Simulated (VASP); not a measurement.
A run of VASP 6.6.1 is set up as follows.

The input INCAR:

```
PREC = Accurate ; ENCUT = 400
EDIFF = 1E-6 ; ISMEAR = 0
SIGMA = 0.1 ; LREAL = False
LASPH = True ; NELM = 120
ALGO = Normal ; ISIF = 2
LWAVE = False ; LCHARG = True
GGA = PE ; LELF = True
LVHAR = True ; NBANDS = 16
GGA_COMPAT = False
```

Contents of KPOINTS:

```
regular mesh
0
Gamma
  4 4 4
```

The input POSCAR:

```
Rb
1.0
    0.0000000000      5.5605810000      5.5605810000
    5.5605810000      0.0000000000      5.5605810000
    5.5605810000      5.5605810000      0.0000000000
Rb
2
Direct
    0.7500000000      0.7500000000      0.7500000000
    0.2500000000      0.2500000000      0.2500000000
```

Potentials or basis: VASP PAW PBE potentials, release 64 (Rb_sv).

Run with:

```console
$ cat potpaw_PBE.64/Rb_sv/POTCAR > POTCAR
$ mpirun -np 1 vasp_std > vasp.out
```

Q: What does it give for the band gap on the k mesh?

A: Zero (band 9 reaches -0.83 eV, above the bottom of band 10 at -1.26 eV).

Q: Estimate the pressure.

A: -0.4 GPa.
